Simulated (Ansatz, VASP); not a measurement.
# Two plane-wave programs on Ge

```
CELL_PARAMETERS angstrom
0.00000 3.02756 2.68151
3.02756 0.00000 2.68151
3.02756 3.02756 0.00000
ATOMIC_POSITIONS crystal
Ge 0.50000 0.50000 0.50000
Ge 0.75000 0.75000 0.75000
```

Alike in both runs: task single point; functional LDA; k mesh 16 × 16 × 16; occupations gaussian, width 0.15 eV; no spin polarisation.

|  | VASP | Ansatz |
| --- | --- | --- |
| version | VASP 6.6.1 | Ansatz 0.2.0 |
| potentials or method | VASP PAW LDA potentials, release 64 (Ge_d), cutoff 520 eV | scalar-relativistic, plane waves, PAW |
| valence electrons in the cell | 28 | 28 |

```csv
,VASP,Ansatz,Ansatz less VASP
gap on the k mesh at the Fermi level (eV),none,none,-
pressure (GPa),-5.6,-5.7,-0.04
"traceless stress, the component that is largest in VASP (GPa)",4.23,4.22,-0.007
```

LDA's correlation is that of Perdew and Zunger in VASP and of Perdew and Wang (1992) in Ansatz. A gap of «none» marks a metal or a gap that the smearing closes.
